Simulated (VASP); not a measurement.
Fe:

```
CELL_PARAMETERS angstrom
0.00000 2.40338 2.40338
2.40338 0.00000 2.40338
2.40338 2.40338 0.00000
ATOMIC_POSITIONS crystal
Fe 0.12500 0.12500 0.12500
Fe 0.87500 0.87500 0.87500
```

Base run:

| Property | Result |
| --- | --- |
| Program | VASP 6.6.1 |
| Functional | PBEsol |
| Potentials or basis | VASP PAW PBE potentials, release 64 (Fe) |
| Cutoff | 520 eV |
| k mesh | 11 × 11 × 11 |
| Occupations | fermi-dirac, width 0.1 eV |
| Spin | no spin polarisation |

Its results: band gap on the k mesh zero (band 8 reaches 4.05 eV, above the bottom of band 9 at 3.35 eV); pressure -1.7 GPa.

Question: The run is repeated on the same cell with these changes: potentials or basis from VASP PAW PBE potentials, release 64 (Fe) to VASP PAW PBE potentials, release 64 (Fe_sv); cutoff from 520 eV to 600 eV; further incar settings from ALGO = Normal; EDIFF = 1e-06; NBANDS = 15 to ALGO = Normal; EDIFF = 1e-06; NBANDS = 23; valence electrons from 16 to 32. What comes out?

Answer: Band gap on the k mesh zero (band 16 reaches 9.19 eV, above the bottom of band 17 at 8.48 eV); pressure -2.9 GPa.

Caveats: the PAW data sets were made with another functional, which shifts forces and pressure a little; the run has no spin polarisation, though such a crystal can be magnetic.
